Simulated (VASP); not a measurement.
WSe2, 3 atoms in the cell. The cell holds a slab with vacuum, 3 atoms: a = 3.270 Å, b = 3.270 Å, c = 16.661 Å, α = 90.00°, β = 90.00°, γ = 120.00°. 

| Quantity | Value |
| --- | --- |
| Program | VASP 6.6.1 |
| Task | single point |
| Functional | PBEsol |
| Potentials or basis | VASP PAW PBE potentials, release 64 (W_sv, Se) |
| Cutoff | 520 eV |
| k mesh | 12 × 12 × 2 |
| Occupations | gaussian, width 0.05 eV |
| Spin | no spin polarisation |
| Dipole correction | no |
| Further INCAR settings | ALGO = Normal; EDIFF = 1e-07; NBANDS = 20 |

Potentials or basis: VASP PAW PBE potentials, release 64 (W_sv, Se).

Run with:

```bash
$ cat potpaw_PBE.64/W_sv/POTCAR potpaw_PBE.64/Se/POTCAR > POTCAR
$ mpirun -np 1 vasp_std > vasp.out
```

Hardware: 1 thread of Intel(R) Xeon(R) Platinum 8259CL CPU @ 2.50GHz (Skylake/Cascade Lake) (shared host).

Estimate the wall time of this run.

Run time: 2.2 min on 1 thread of Intel(R) Xeon(R) Platinum 8259CL CPU @ 2.50GHz (Skylake/Cascade Lake) (shared host), peak memory 0.31 GiB. Counts: scf iterations 22, k points 38.
